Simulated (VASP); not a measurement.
# Ag2Sb2Cl (I4/mmm) in VASP: single point with PBE

Aim: the single point of Ag2Sb2Cl with PBE.

Everything below comes from runs of VASP 6.6.1. Logs are shortened: lines on timing, memory, paths and dates and some standing lists are left out, and cuts for length are marked.

### Step 1. The cell of the first run

It takes space group I4/mmm (No. 139, tetragonal). Conventional cell: a = 5.486 Å, b = 5.486 Å, c = 8.839 Å, α = 90.00°, β = 90.00°, γ = 90.00°. Cl (site symmetry 4/mmm) has 2 Sb at 2.91 Å and 8 Ag at 3.52 Å within 3.8 Å. Within 3.7 Å of Ag (site symmetry -4m2) lie 4 Sb at 2.83 Å and 4 Cl at 3.52 Å. Within 3.7 Å of Sb (site symmetry 4mm) lie 4 Ag at 2.83 Å and 1 Cl at 2.91 Å and 1 Sb at 3.01 Å.

### Step 2. Single point, PBE

Input file INCAR:

```
SYSTEM = Ag2Sb2Cl
PREC     = Accurate       ! precision mode
ENCUT    = 520            ! plane-wave cutoff, eV
EDIFF    = 1E-6           ! SCF threshold, eV
ISMEAR   = -1             ! smearing method
SIGMA    = 0.1            ! smearing width, eV
LREAL    = .False.        ! projectors in reciprocal space
LASPH    = .True.         ! aspherical terms in the spheres
NELM     = 80             ! most SCF steps
ALGO     = Normal         ! electronic algorithm
ISIF     = 2              ! what is computed and relaxed
LWAVE    = .False.        ! write WAVECAR
LCHARG   = .False.        ! write CHGCAR
GGA      = PE             ! functional
NBANDS   = 28             ! bands
```

Input file KPOINTS:

```
Automatic mesh
0
Gamma
  7 7 7
  0 0 0
```

Input file POSCAR:

```
Ag2Sb2Cl
1.0
    0.0000000000      5.4858451079      0.0000002476
    5.4858451079      0.0000000000      0.0000002476
    2.7429227534      2.7429227534     -4.4193952425
Cl Ag Sb
1 2 2
Direct
    0.0000000000      0.0000000000      0.0000000000
    0.7500000000      0.2500000000      0.5000000000
    0.2500000000      0.7500000000      0.5000000000
    0.3297478568      0.3297478568      0.3405042864
    0.6702521432      0.6702521432      0.6594957136
```

Potentials or basis: VASP PAW PBE potentials, release 64 (Cl, Ag, Sb).

The run is started by

```bash
$ cat potpaw_PBE.64/Cl/POTCAR potpaw_PBE.64/Ag/POTCAR potpaw_PBE.64/Sb/POTCAR > POTCAR
$ mpirun -np 1 vasp_std > vasp.out
```

OUTCAR:

```text
SYSTEM = Ag2Sb2Cl
   PREC = Accurate
   ENCUT = 520
   EDIFF = 1E-6
   ISMEAR = -1
   LREAL = .False.
   LASPH = .True.
   NELM = 80
   ISIF = 2
   GGA = PE

 ion  position               nearest neighbor table
   1  0.000  0.000  0.000-   5 2.91   4 2.91
   2  0.750  0.250  0.500-   4 2.83   5 2.83   4 2.83   5 2.83
   3  0.250  0.750  0.500-   4 2.83   5 2.83   4 2.83   5 2.83
   4  0.330  0.330  0.341-   2 2.83   3 2.83   3 2.83   2 2.83   1 2.91   5 3.01
   5  0.670  0.670  0.659-   2 2.83   3 2.83   3 2.83   2 2.83   1 2.91   4 3.01

  LATTYP: Found a body centered tetragonal cell.
 ALAT       =     5.4858451079
 C/A-ratio  =     1.6111995155

  Lattice vectors:

 A1 = (  -2.7429227534,   2.7429223545,   4.4193954901)
 A2 = (   2.7429223545,  -2.7429227534,   4.4193954901)
 A3 = (   2.7429227534,   2.7429227534,  -4.4193952425)

Analysis of symmetry for initial positions (statically):
=====================================================================
 Subroutine PRICEL returns:
 Original cell was already a primitive cell.

 Routine SETGRP: Setting up the symmetry group for a
 body centered tetragonal supercell.

 Subroutine GETGRP returns: Found 16 space group operations
 (whereof 16 operations were pure point group operations)
 out of a pool of 16 trial point group operations.

The static configuration has the point symmetry D_4h.

Analysis of symmetry for dynamics (positions and initial velocities):
=====================================================================
 Subroutine PRICEL returns:
 Original cell was already a primitive cell.

 Routine SETGRP: Setting up the symmetry group for a
 body centered tetragonal supercell.

 Subroutine GETGRP returns: Found 16 space group operations
 (whereof 16 operations were pure point group operations)
 out of a pool of 16 trial point group operations.

The dynamic configuration has the point symmetry D_4h.

 Subroutine INISYM returns: Found 16 space group operations
 (whereof 16 operations are pure point group operations),
 and found     1 'primitive' translations

----------------------------------------------------------------------------------------

                                     Primitive cell

  volume of cell :     132.9995

  direct lattice vectors                    reciprocal lattice vectors
     0.000000000  5.485845108  0.000000248    -0.000000005  0.182287314  0.113137654
     5.485845108  0.000000000  0.000000248     0.182287314 -0.000000005  0.113137654
     2.742922753  2.742922753 -4.419395243     0.000000010  0.000000010 -0.226275291

  length of vectors
     5.485845108  5.485845108  5.880332029     0.214543221  0.214543221  0.226275291

  position of ions in fractional coordinates (direct lattice)
     0.000000000  0.000000000  0.000000000
     0.750000000  0.250000000  0.500000000
     0.250000000  0.750000000  0.500000000
     0.329747857  0.329747857  0.340504286
     0.670252143  0.670252143  0.659495714

  ion indices of the primitive-cell ions
   primitive index   ion index
                 1           1
                 2           2
                 3           3
                 4           4
                 5           5

----------------------------------------------------------------------------------------

 KPOINTS: Automatic mesh

Automatic generation of k-mesh.
 Grid dimensions read from file:
 generate k-points for:    7    7    7

 Generating k-lattice:

  Cartesian coordinates                     Fractional coordinates (reciprocal lattice)
    -0.000000001  0.026041045  0.016162522     0.142857143  0.000000000  0.000000000
     0.026041045 -0.000000001  0.016162522     0.000000000  0.142857143  0.000000000
     0.000000001  0.000000001 -0.032325042     0.000000000  0.000000000  0.142857143

  Length of vectors
     0.030649032  0.030649032  0.032325042

  Shift w.r.t. Gamma in fractional coordinates (k-lattice)
     0.000000000  0.000000000  0.000000000

 Subroutine IBZKPT returns following result:
 ===========================================

 Found     40 irreducible k-points:

 Following reciprocal coordinates:
            Coordinates               Weight
  0.000000  0.000000  0.000000      1.000000
  0.142857 -0.000000  0.000000      8.000000
  0.285714  0.000000  0.000000      8.000000
  0.428571  0.000000  0.000000      8.000000
  0.142857  0.142857  0.000000      8.000000
  0.285714  0.142857  0.000000     16.000000
[... 16 lines left out ...]
  0.285714  0.285714  0.142857      8.000000
  0.428571  0.285714  0.142857     16.000000
 [... further k-points ...]
   k-points           NKPTS =     40   k-points in BZ     NKDIM =     40   number of bands    NBANDS=     28
   number of dos      NEDOS =    301   number of ions     NIONS =      5
   total plane-waves  NPLWV =  84672
   dimension x,y,z NGX =    42 NGY =   42 NGZ =   48
   dimension x,y,z NGXF=    84 NGYF=   84 NGZF=   96
   ions per type =               1   2   2
   NGX,Y,Z   is equivalent  to a cutoff of  12.73, 12.73, 13.57 a.u.
   NGXF,Y,Z  is equivalent  to a cutoff of  25.46, 25.46, 27.14 a.u.
 SYSTEM =  Ag2Sb2Cl
   PREC   = accura    normal or accurate (medium, high low for compatibility)
   ISTART =      0    job   : 0-new  1-cont  2-samecut
   ICHARG =      2    charge: 1-file 2-atom 10-const
   ISPIN  =      1    spin polarized calculation?
   LNONCOLLINEAR =      F non collinear calculations
   LSORBIT =      F    spin-orbit coupling
   LASPH  =      T    aspherical Exc in radial PAW
   ENCUT  =  520.0 eV  38.22 Ry    6.18 a.u.  10.20 10.20 10.93*2*pi/ulx,y,z
   NELM   =     80;   NELMIN=  2; NELMDL= -5     # of ELM steps
   EDIFF  = 0.1E-05   stopping-criterion for ELM
   LREAL  =      F    real-space projection
   EDIFFG = 0.1E-04   stopping-criterion for IOM
   NSW    =      0    number of steps for IOM
   IBRION =     -1    ionic relax: 0-MD 1-quasi-New 2-CG
   NFREE  =      0    steps in history (QN), initial steepest desc. (CG)
   ISIF   =      2    stress and relaxation
   ISYM   =      2    0-nonsym 1-usesym 2-fastsym
   POTIM  = 0.5000    time-step for ionic-motion
   TEBEG  =    0.0;   TEEND  =   0.0 temperature during run
   PSTRESS=    0.0 pullay stress
   NELECT =      39.0000    total number of electrons
   NUPDOWN=      -1.0000    fix difference up-down
   EMIN   =  10.00;   EMAX   =-10.00  energy-range for DOS
   EFERMI =   0.00;   METHOD = LEGACY
   ISMEAR =    -1;   SIGMA  =   0.10  broadening in eV -4-tet -1-fermi 0-gaus
   EFERMI_NEDOS =   21; number of points for ismear=-14 and -15
   IALGO  =     38    algorithm
   IMIX   =      4    mixing-type and parameters
     AMIX     =   0.40;   BMIX     =  1.00
     AMIX_MAG =   1.60;   BMIX_MAG =  1.00
  volume/ion in A,a.u.               =      26.60       179.50
  Fermi-wavevector in a.u.,A,eV,Ry     =   1.087626  2.055316 16.094754  1.182931
  Thomas-Fermi vector in A             =   2.223790
   LORBIT       =      0    0 simple, 1 ext, 2 COOP (PROOUT), +10 PAW based schemes
   GGA     = PE    functional components
   LHFCALC =     F    Hartree Fock is set to
   AEXX    =    0.0000 exact exchange contribution
   IVDW    =     0    specifies the selected vdW correction
   LEPSILON=     F    determine dielectric tensor
   LRPA    =     F    only Hartree local field effects (RPA)
 non-spin polarized calculation
  energy-cutoff  :      520.00
  volume of cell :      133.00
 maximum number of plane-waves:      3612
 NGX is ok and might be reduce to    42
   NGX = 21   NGY = 21   NGZ = 21

 number of electron      39.0000007 magnetization

 Free energy of the ion-electron system (eV)
  ---------------------------------------------------
  ext. energy  EPLUGINS =         0.00000000
  ---------------------------------------------------
  free energy    TOTEN  =       -15.19101261 eV

  energy without entropy =      -15.09319379  energy(sigma->0) =      -15.14210320

 E-fermi :   5.0692     XC(G=0):  -9.5293

 val. band max:        5.0390433942   @ k =   0.2857   0.0000   0.0000
 cond. band min:       5.1187820086   @ k =  -0.1429   0.4286   0.1429
 fundamental gap:      0.0797386144
 Fermi energy:         5.0692049966

 k-point     1 :       0.0000    0.0000    0.0000
  band No.  band energies     occupation
      1      -9.5769      2.00000
      2      -5.1546      2.00000
      3      -3.5815      2.00000
      4       0.3593      2.00000
      5       0.3941      2.00000
      6       0.3941      2.00000
[... 20 lines left out ...]
     27      12.2215      0.00000
     28      12.2215      0.00000

 k-point     2 :       0.1429   -0.0000    0.0000
  band No.  band energies     occupation
      1      -9.5670      2.00000
      2      -5.1268      2.00000
      3      -3.5564      2.00000
      4       0.2634      2.00000
      5       0.3437      2.00000
      6       0.4441      2.00000
[... 20 lines left out ...]
     27      11.9089      0.00000
     28      12.1560      0.00000

 k-point     3 :       0.2857    0.0000    0.0000
  band No.  band energies     occupation
      1      -9.5449      2.00000
      2      -5.0501      2.00000
      3      -3.5174      2.00000
      4       0.0359      2.00000
      5       0.3426      2.00000
      6       0.3507      2.00000
[... 20 lines left out ...]
     27      11.2102      0.00000
     28      12.3338      0.00000

 k-point     4 :       0.4286    0.0000    0.0000
  band No.  band energies     occupation
      1      -9.5272      2.00000
      2      -4.9702      2.00000
      3      -3.5110      2.00000
      4      -0.0553      2.00000
      5       0.1127      2.00000
      6       0.1439      2.00000
[... 578 lines left out ...]
     27      11.3391      0.00000
     28      11.8678      0.00000

 k-point    23 :       0.2857    0.2857    0.1429
  band No.  band energies     occupation
      1      -9.5324      2.00000
      2      -4.9083      2.00000
      3      -3.4299      2.00000
      4      -0.1224      2.00000
      5       0.1524      2.00000
      6       0.2220      2.00000
[... 20 lines left out ...]
     27      11.4399      0.00000
     28      12.9631      0.00000

 k-point    24 :       0.4286    0.2857    0.1429
  band No.  band energies     occupation
      1      -9.5204      2.00000
      2      -4.8409      2.00000
      3      -3.3368      2.00000
      4      -0.2228      2.00000
      5      -0.1003      2.00000
      6       0.0298      2.00000
[... 20 lines left out ...]
     27      11.4180      0.00000
     28      12.1563      0.00000

 [... further k-points ...]

------------------------ aborting loop because EDIFF is reached ----------------------------------------

  FORCE on cell =-STRESS in cart. coord.  units (eV):
  Direction    XX          YY          ZZ          XY          YZ          ZX
  --------------------------------------------------------------------------------------
  -------------------------------------------------------------------------------------
  Total       -0.1054722     -0.1054722     -0.1344833     -0.0000000      0.0000000      0.0000000
  in kB       -1.2705705     -1.2705705     -1.6200520     -0.0000000      0.0000000      0.0000000
  external PRESSURE =      -1.3870643 kB  Pullay stress =       0.0000000 kB

 VOLUME and BASIS-vectors are now :
 -----------------------------------------------------------------------------
  energy-cutoff  :      520.00
  volume of cell :      133.00
      direct lattice vectors                 reciprocal lattice vectors
     0.000000000  5.485845108  0.000000248    -0.000000005  0.182287314  0.113137654
     5.485845108  0.000000000  0.000000248     0.182287314 -0.000000005  0.113137654
     2.742922753  2.742922753 -4.419395243     0.000000010  0.000000010 -0.226275291

 POSITION                                       TOTAL-FORCE (eV/Angst)
 -----------------------------------------------------------------------------------
      0.00000      0.00000      0.00000         0.000000      0.000000      0.000000
      2.74292      5.48585     -2.20970        -0.000000      0.000000      0.000000
      5.48585      2.74292     -2.20970        -0.000000     -0.000000      0.000000
      2.74292      2.74292     -1.50482         0.000000      0.000000     -0.017974
      5.48585      5.48585     -2.91457        -0.000000     -0.000000      0.017974
 -----------------------------------------------------------------------------------
    total drift:                               -0.000000      0.000000     -0.000000

  FREE ENERGIE OF THE ION-ELECTRON SYSTEM (eV)
  ---------------------------------------------------
  free  energy   TOTEN  =       -15.1910126084 eV

  energy  without entropy=      -15.0931937853  energy(sigma->0) =      -15.14210320
```

Run time: 2.7 min. Hardware: 1 thread of Intel Xeon Platinum 8488C (Sapphire Rapids), shared host; peak memory 0.36 GiB.

What came out:

| Item | Value |
| --- | --- |
| Free energy | -15.1910 eV |
| Pressure | -0.1 GPa |
| Largest force | 0.018 eV/Å |
| Band gap on the k mesh | zero (an odd number of electrons rules out a gap without spin polarisation) |

Forces on the atoms (eV/Å):
```
Cl   0.000  0.000  0.000
Ag   0.000  0.000  0.000
Ag   0.000  0.000  0.000
Sb   0.000  0.000 -0.018
Sb   0.000  0.000  0.018
```

Caveat: spin-orbit coupling is left out, which moves the levels of the heavy elements; an odd number of electrons without spin polarisation forces a metal; a magnetic or distorted state may lie lower.

The gap in the log of VASP goes by the Fermi energy; the results here count the filled bands.